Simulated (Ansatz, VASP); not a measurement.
Si in VASP and in Ansatz

```xyz
1
Lattice="0.0000 1.9293 2.1989 1.7258 0.0000 2.1989 1.7258 1.9293 0.0000" Properties=species:S:1:pos:R:3 pbc="T T T"
Si    1.7258    1.9293    2.1989
```

Alike in both runs: functional PBE; k mesh 8 × 8 × 8; occupations gaussian, width 0.1 eV; no spin polarisation.

Ansatz relaxed the structure, and its values are those at the end. VASP's run is a single point on that final structure, the one shown.

|  | VASP | Ansatz |
| --- | --- | --- |
| version | VASP 6.6.1 | Ansatz 0.2.0 |
| potentials or method | VASP PAW PBE potentials, release 64 (Si), cutoff 520 eV | scalar-relativistic, plane waves, PAW |
| valence electrons in the cell | 4 | 4 |

```tsv
	VASP	Ansatz	Ansatz less VASP
gap on the k mesh at the Fermi level (eV)	none	none	-
pressure (GPa)	-0.2	-0.2	+0.03
```

A gap of «none» marks a metal or a gap that the smearing closes. With one functional, cell and mesh, what is left measures potentials, basis and numerics.
